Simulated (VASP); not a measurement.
A run of VASP 6.6.1 is set up as follows.

The input INCAR:

```
SYSTEM = TaN
PREC     = Accurate       ! precision mode
ENCUT    = 520            ! plane-wave cutoff, eV
EDIFF    = 1E-7           ! SCF threshold, eV
ISMEAR   = 0              ! smearing method
SIGMA    = 0.1            ! smearing width, eV
LREAL    = .FALSE.        ! projectors in reciprocal space
LASPH    = .TRUE.         ! aspherical terms in the spheres
NELM     = 80             ! most SCF steps
ALGO     = Normal         ! electronic algorithm
ISIF     = 2              ! what is computed and relaxed
LWAVE    = .FALSE.        ! write WAVECAR
LCHARG   = .FALSE.        ! write CHGCAR
GGA      = PS             ! functional
NBANDS   = 33             ! bands
```

The input KPOINTS:

```
Automatic mesh
0
G
  12 12 12
  0 0 0
```

Contents of POSCAR:

```
TaN
1.0
    4.9295905095      0.0000000000      0.0000000000
   -2.4647952547      4.2691506115      0.0000000000
    0.0000000000      0.0000000000      2.7874255428
Ta N
3 3
Direct
    0.3333333333      0.6666666667      0.5000000000
    0.6666666667      0.3333333333      0.5000000000
    0.0000000000      0.0000000000      0.0000000000
    0.3989751889      0.0000000000      0.0000000000
    0.6010248111      0.6010248111      0.0000000000
    0.0000000000      0.3989751889      0.0000000000
```

Potentials or basis: VASP PAW PBE potentials, release 64 (Ta_pv, N).

Command:

```bash
$ cat potpaw_PBE.64/Ta_pv/POTCAR potpaw_PBE.64/N/POTCAR > POTCAR
$ mpirun -np 1 vasp_std > vasp.out
```

Question: What does it give for the band gap on the k mesh?

Answer: Zero (bands 24 and 25 overlap by 3.75 eV).

Question: Predict the largest force.

Answer: 0.017 eV/Å.

Question: Predict the pressure.

Answer: 61.9 GPa.

Forces on the atoms (eV/Å):
```
Ta   0.000  0.000  0.000
Ta   0.000  0.000  0.000
Ta   0.000  0.000  0.000
N    0.017  0.000  0.000
N   -0.009 -0.015  0.000
N   -0.009  0.015  0.000
```

Caveat: the cell stands under pressure; the PAW data sets were made with another functional, which shifts forces and pressure a little; spin-orbit coupling is left out, which moves the levels of the heavy elements.
